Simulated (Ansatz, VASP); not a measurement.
## One calculation of ScAl2, two programs

```xyz
6
Lattice="0.0000 3.7260 3.7260 3.7260 0.0000 3.7260 3.7260 3.7260 0.0000" Properties=species:S:1:pos:R:3 pbc="T T T"
Sc    3.7260    3.7260    3.7260
Sc    5.5890    5.5890    5.5890
Al    0.9315    0.9315    0.9315
Al    0.9315    2.7945    2.7945
Al    2.7945    0.9315    2.7945
Al    2.7945    2.7945    0.9315
```

Alike in both runs: functional LDA; k mesh 8 × 8 × 8; occupations gaussian, width 0.1 eV; no spin polarisation.

Ansatz relaxed the structure, and its values are those at the end. VASP's run is a single point on that final structure, the one shown.

|  | VASP | Ansatz |
| --- | --- | --- |
| version | VASP 6.6.1 | Ansatz 0.2.0 |
| potentials or method | VASP PAW LDA potentials, release 64 (Sc_sv, Al), cutoff 520 eV | scalar-relativistic, plane waves, PAW |
| valence electrons in the cell | 34 | 34 |

Ansatz gave:

| Quantity | Value |
| --- | --- |
| gap on the k mesh at the Fermi level (eV) | none |
| pressure (GPa) | 0.0 |

What did VASP give for the same quantities?

gap on the k mesh at the Fermi level (eV): none; pressure (GPa): 0.2.

LDA's correlation is that of Perdew and Zunger in VASP and of Perdew and Wang (1992) in Ansatz. A gap of «none» marks a metal or a gap that the smearing closes.
